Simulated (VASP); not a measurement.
# Al2Cu (I4/mcm) in VASP: notebook

Al2Cu is run at these levels: PBE; tasks: single point.

All numbers are computed with VASP 6.6.1; they aren't measurements. Logs are shortened: lines on timing, memory, paths and dates and some standing lists are left out, and cuts for length are marked.

## Step 1: The cell of the first run

It takes space group I4/mcm (No. 140, tetragonal). The conventional cell has a = 5.750 Å, b = 5.750 Å, c = 5.029 Å, α = 90.00°, β = 90.00°, γ = 90.00°. Within 3.3 Å of Al (site symmetry m2m) lie 4 Cu at 2.50 Å and 11 Al at 2.58 to 3.11 Å. Cu (site symmetry 422) has 8 Al at 2.50 Å and 2 Cu at 2.51 Å within 3.3 Å.

## Step 2: Single point, PBE

File INCAR:

```
PREC = Accurate ; ENCUT = 520
EDIFF = 1E-6 ; ISMEAR = 0
SIGMA = 0.15 ; LREAL = False
LASPH = True ; NELM = 80
ALGO = Fast ; ISIF = 2
LWAVE = False ; LCHARG = False
GGA = PE ; NBANDS = 26
```

File KPOINTS:

```
regular mesh
0
Gamma
  10 10 10
```

File POSCAR:

```
Al2Cu
1.0
   -2.8748500000      2.8748500000      2.5145000000
    2.8748500000     -2.8748500000      2.5145000000
    2.8748500000      2.8748500000     -2.5145000000
Al Cu
4 2
Direct
    0.1587211657      0.6587211657      0.8174423314
    0.6587211657      0.8412788343      0.5000000000
    0.8412788343      0.3412788343      0.1825576686
    0.3412788343      0.1587211657      0.5000000000
    0.7500000000      0.7500000000      0.0000000000
    0.2500000000      0.2500000000      0.0000000000
```

Potentials or basis: VASP PAW PBE potentials, release 64 (Al, Cu).

Run with:

```console
$ cat potpaw_PBE.64/Al/POTCAR potpaw_PBE.64/Cu/POTCAR > POTCAR
$ mpirun -np 1 vasp_std > vasp.out
```

OUTCAR:

```text
PREC = Accurate
   ENCUT = 520
   EDIFF = 1E-6
   ISMEAR = 0
   LREAL = False
   LASPH = True
   NELM = 80
   ISIF = 2
   GGA = PE

 ion  position               nearest neighbor table
   1  0.159  0.659  0.817-   5 2.50   6 2.50   5 2.50   6 2.50   3 2.58   3 2.92   3 2.92   2 3.06
                             4 3.06   4 3.06   2 3.06   4 3.11   2 3.11   2 3.11   4 3.11
   2  0.659  0.841  0.500-   6 2.50   5 2.50   5 2.50   6 2.50   4 2.58   4 2.92   4 2.92   3 3.06
                             1 3.06   3 3.06   1 3.06   3 3.11   1 3.11   1 3.11   3 3.11
   3  0.841  0.341  0.183-   5 2.50   6 2.50   5 2.50   6 2.50   1 2.58   1 2.92   1 2.92   2 3.06
                             4 3.06   4 3.06   2 3.06   4 3.11   2 3.11   2 3.11   4 3.11
   4  0.341  0.159  0.500-   5 2.50   6 2.50   6 2.50   5 2.50   2 2.58   2 2.92   2 2.92   1 3.06
                             1 3.06   3 3.06   3 3.06   3 3.11   1 3.11   1 3.11   3 3.11
   5  0.750  0.750  0.000-   4 2.50   3 2.50   1 2.50   2 2.50   3 2.50   2 2.50   4 2.50   1 2.50
                             6 2.51   6 2.51
   6  0.250  0.250  0.000-   3 2.50   2 2.50   1 2.50   3 2.50   4 2.50   4 2.50   1 2.50   2 2.50
                             5 2.51   5 2.51

  LATTYP: Found a body centered tetragonal cell.
 ALAT       =     5.7497000000
 C/A-ratio  =     0.8746543298

  Lattice vectors:

 A1 = (  -2.8748500000,   2.8748500000,   2.5145000000)
 A2 = (   2.8748500000,  -2.8748500000,   2.5145000000)
 A3 = (   2.8748500000,   2.8748500000,  -2.5145000000)

Analysis of symmetry for initial positions (statically):
=====================================================================
 Subroutine PRICEL returns:
 Original cell was already a primitive cell.

 Routine SETGRP: Setting up the symmetry group for a
 body centered tetragonal supercell.

 Subroutine GETGRP returns: Found 16 space group operations
 (whereof  8 operations were pure point group operations)
 out of a pool of 16 trial point group operations.

The static configuration has the point symmetry C_4h.
 The point group associated with its full space group is D_4h.

Analysis of symmetry for dynamics (positions and initial velocities):
=====================================================================
 Subroutine PRICEL returns:
 Original cell was already a primitive cell.

 Routine SETGRP: Setting up the symmetry group for a
 body centered tetragonal supercell.

 Subroutine GETGRP returns: Found 16 space group operations
 (whereof  8 operations were pure point group operations)
 out of a pool of 16 trial point group operations.

The dynamic configuration has the point symmetry C_4h.
 The point group associated with its full space group is D_4h.

 Subroutine INISYM returns: Found 16 space group operations
 (whereof  8 operations are pure point group operations),
 and found     1 'primitive' translations

----------------------------------------------------------------------------------------

                                     Primitive cell

  volume of cell :      83.1270

  direct lattice vectors                    reciprocal lattice vectors
    -2.874850000  2.874850000  2.514500000     0.000000000  0.173922118  0.198846689
     2.874850000 -2.874850000  2.514500000     0.173922118  0.000000000  0.198846689
     2.874850000  2.874850000 -2.514500000     0.173922118  0.173922118  0.000000000

  length of vectors
     4.780401165  4.780401165  4.780401165     0.264175905  0.264175905  0.245963018

  position of ions in fractional coordinates (direct lattice)
     0.158721166  0.658721166  0.817442331
     0.658721166  0.841278834  0.500000000
     0.841278834  0.341278834  0.182557669
     0.341278834  0.158721166  0.500000000
     0.750000000  0.750000000  0.000000000
     0.250000000  0.250000000  0.000000000

  ion indices of the primitive-cell ions
   primitive index   ion index
                 1           1
                 2           2
                 3           3
                 4           4
                 5           5
                 6           6

----------------------------------------------------------------------------------------

 KPOINTS: regular mesh

Automatic generation of k-mesh.
 Grid dimensions read from file:
 generate k-points for:   10   10   10

 Generating k-lattice:

  Cartesian coordinates                     Fractional coordinates (reciprocal lattice)
     0.000000000  0.017392212  0.019884669     0.100000000  0.000000000 -0.000000000
     0.017392212  0.000000000  0.019884669     0.000000000  0.100000000 -0.000000000
     0.017392212  0.017392212  0.000000000     0.000000000  0.000000000  0.100000000

  Length of vectors
     0.026417591  0.026417591  0.024596302

  Shift w.r.t. Gamma in fractional coordinates (k-lattice)
     0.000000000  0.000000000  0.000000000

 Subroutine IBZKPT returns following result:
 ===========================================

 Found    102 irreducible k-points:

 Following reciprocal coordinates:
            Coordinates               Weight
  0.000000  0.000000  0.000000      1.000000
  0.100000 -0.000000  0.000000      8.000000
  0.200000 -0.000000  0.000000      8.000000
  0.300000  0.000000  0.000000      8.000000
  0.400000 -0.000000  0.000000      8.000000
  0.500000 -0.000000  0.000000      4.000000
[... 16 lines left out ...]
  0.300000  0.300000  0.000000      8.000000
  0.400000  0.300000  0.000000     16.000000
 [... further k-points ...]
   k-points           NKPTS =    102   k-points in BZ     NKDIM =    102   number of bands    NBANDS=     26
   number of dos      NEDOS =    301   number of ions     NIONS =      6
   total plane-waves  NPLWV =  46656
   dimension x,y,z NGX =    36 NGY =   36 NGZ =   36
   dimension x,y,z NGXF=    72 NGYF=   72 NGZF=   72
   ions per type =               4   2
   NGX,Y,Z   is equivalent  to a cutoff of  12.52, 12.52, 12.52 a.u.
   NGXF,Y,Z  is equivalent  to a cutoff of  25.04, 25.04, 25.04 a.u.
 SYSTEM =  unknown system
   PREC   = accura    normal or accurate (medium, high low for compatibility)
   ISTART =      0    job   : 0-new  1-cont  2-samecut
   ICHARG =      2    charge: 1-file 2-atom 10-const
   ISPIN  =      1    spin polarized calculation?
   LNONCOLLINEAR =      F non collinear calculations
   LSORBIT =      F    spin-orbit coupling
   LASPH  =      T    aspherical Exc in radial PAW
   ENCUT  =  520.0 eV  38.22 Ry    6.18 a.u.   8.89  8.89  8.89*2*pi/ulx,y,z
   NELM   =     80;   NELMIN=  2; NELMDL= -5     # of ELM steps
   EDIFF  = 0.1E-05   stopping-criterion for ELM
   LREAL  =      F    real-space projection
   EDIFFG = 0.1E-04   stopping-criterion for IOM
   NSW    =      0    number of steps for IOM
   IBRION =     -1    ionic relax: 0-MD 1-quasi-New 2-CG
   NFREE  =      0    steps in history (QN), initial steepest desc. (CG)
   ISIF   =      2    stress and relaxation
   ISYM   =      2    0-nonsym 1-usesym 2-fastsym
   POTIM  = 0.5000    time-step for ionic-motion
   TEBEG  =    0.0;   TEEND  =   0.0 temperature during run
   PSTRESS=    0.0 pullay stress
   NELECT =      34.0000    total number of electrons
   NUPDOWN=      -1.0000    fix difference up-down
   EMIN   =  10.00;   EMAX   =-10.00  energy-range for DOS
   EFERMI =   0.00;   METHOD = LEGACY
   ISMEAR =     0;   SIGMA  =   0.15  broadening in eV -4-tet -1-fermi 0-gaus
   EFERMI_NEDOS =   21; number of points for ismear=-14 and -15
   IALGO  =     68    algorithm
   IMIX   =      4    mixing-type and parameters
     AMIX     =   0.40;   BMIX     =  1.00
     AMIX_MAG =   1.60;   BMIX_MAG =  1.00
  volume/ion in A,a.u.               =      13.85        93.49
  Fermi-wavevector in a.u.,A,eV,Ry     =   1.215217  2.296427 20.092432  1.476752
  Thomas-Fermi vector in A             =   2.350611
   LORBIT       =      0    0 simple, 1 ext, 2 COOP (PROOUT), +10 PAW based schemes
   GGA     = PE    functional components
   LHFCALC =     F    Hartree Fock is set to
   AEXX    =    0.0000 exact exchange contribution
   IVDW    =     0    specifies the selected vdW correction
   LEPSILON=     F    determine dielectric tensor
   LRPA    =     F    only Hartree local field effects (RPA)
 non-spin polarized calculation
 RMM-DIIS sequential band-by-band and
 Gauss-broadening in eV      SIGMA  =   0.15
  energy-cutoff  :      520.00
  volume of cell :       83.13
 maximum number of plane-waves:      2270
   NGX = 17   NGY = 17   NGZ = 17

 number of electron      33.9999969 magnetization

 Free energy of the ion-electron system (eV)
  ---------------------------------------------------
  ext. energy  EPLUGINS =         0.00000000
  ---------------------------------------------------
  free energy    TOTEN  =       -23.06572805 eV

  energy without entropy =      -23.04124211  energy(sigma->0) =      -23.05348508

 E-fermi :   8.7944     XC(G=0): -11.1661

 val. band max:        8.7895058208   @ k =   0.4000   0.4000   0.1000
 cond. band min:       8.7967753837   @ k =  -0.1000  -0.1000   0.1000
 fundamental gap:      0.0072695630
 Fermi energy:         8.7943722142

 k-point     1 :       0.0000    0.0000    0.0000
  band No.  band energies     occupation
      1      -2.4754      2.00000
      2       3.2781      2.00000
      3       3.2917      2.00000
      4       3.2917      2.00000
      5       3.5540      2.00000
      6       4.3133      2.00000
[... 18 lines left out ...]
     25      15.2194      0.00000
     26      15.7783      0.00000

 k-point     2 :       0.1000   -0.0000    0.0000
  band No.  band energies     occupation
      1      -2.3701      2.00000
      2       3.2590      2.00000
      3       3.2718      2.00000
      4       3.2895      2.00000
      5       3.5713      2.00000
      6       4.2546      2.00000
[... 18 lines left out ...]
     25      15.3336      0.00000
     26      16.0902      0.00000

 k-point     3 :       0.2000   -0.0000    0.0000
  band No.  band energies     occupation
      1      -2.0554      2.00000
      2       3.0181      2.00000
      3       3.2557      2.00000
      4       3.2828      2.00000
      5       3.6154      2.00000
      6       4.1189      2.00000
[... 572 lines left out ...]
 k-point    23 :       0.3000    0.3000    0.0000
  band No.  band energies     occupation
      1       0.3971      2.00000
      2       0.9258      2.00000
      3       1.0049      2.00000
      4       3.1051      2.00000
      5       3.9768      2.00000
      6       3.9994      2.00000
[... 18 lines left out ...]
     25      14.9075      0.00000
     26      15.5055      0.00000

 k-point    24 :       0.4000    0.3000    0.0000
  band No.  band energies     occupation
      1       0.0344      2.00000
      2       0.8850      2.00000
      3       1.3706      2.00000
      4       3.1525      2.00000
      5       3.8464      2.00000
      6       3.9478      2.00000
[... 18 lines left out ...]
     25      16.0796      0.00000
     26      16.2344      0.00000

 [... further k-points ...]
[... 5 lines left out ...]
  --------------------------------------------------------------------------------------
  -------------------------------------------------------------------------------------
  Total        6.7508671      6.7508671      1.4852496      0.0000000     -0.0000000      0.0000000
  in kB      130.1152284    130.1152284     28.6264844      0.0000000     -0.0000000      0.0000000
  external PRESSURE =      96.2856471 kB  Pullay stress =       0.0000000 kB

 VOLUME and BASIS-vectors are now :
 -----------------------------------------------------------------------------
  energy-cutoff  :      520.00
  volume of cell :       83.13
      direct lattice vectors                 reciprocal lattice vectors
    -2.874850000  2.874850000  2.514500000     0.000000000  0.173922118  0.198846689
     2.874850000 -2.874850000  2.514500000     0.173922118  0.000000000  0.198846689
     2.874850000  2.874850000 -2.514500000     0.173922118  0.173922118  0.000000000

 POSITION                                       TOTAL-FORCE (eV/Angst)
 -----------------------------------------------------------------------------------
      3.78745      0.91260      0.00000         0.182300      0.182300      0.000000
      1.96225      0.91260      2.51450        -0.182300      0.182300     -0.000000
     -0.91260      1.96225      2.51450        -0.182300     -0.182300      0.000000
      0.91260      1.96225      0.00000         0.182300     -0.182300     -0.000000
      0.00000      0.00000      3.77175         0.000000     -0.000000     -0.000000
      0.00000      0.00000      1.25725         0.000000     -0.000000     -0.000000
 -----------------------------------------------------------------------------------
    total drift:                                0.000000     -0.000000      0.000000

  FREE ENERGIE OF THE ION-ELECTRON SYSTEM (eV)
  ---------------------------------------------------
  free  energy   TOTEN  =       -23.0657280487 eV

  energy  without entropy=      -23.0412421078  energy(sigma->0) =      -23.05348508
```

Wall time 2.4 min (1 thread of AMD EPYC 9R45 (Zen 5), shared host); peak memory 0.3 GiB.

What came out:

* Free energy: -23.0657 eV
* Pressure: 9.6 GPa
* Largest force: 0.258 eV/Å
* Band gap on the k mesh: zero (band 17 reaches 11.09 eV, above the bottom of band 18 at 7.35 eV)

Forces on the atoms (eV/Å):
```
Al   0.182  0.182  0.000
Al  -0.182  0.182  0.000
Al  -0.182 -0.182  0.000
Al   0.182 -0.182  0.000
Cu   0.000  0.000  0.000
Cu   0.000  0.000  0.000
```

Stress tensor (GPa, compression positive):
```
13.01  0.00  0.00
 0.00 13.01  0.00
 0.00  0.00  2.86
```

(Part 1 of 2 ends here.)
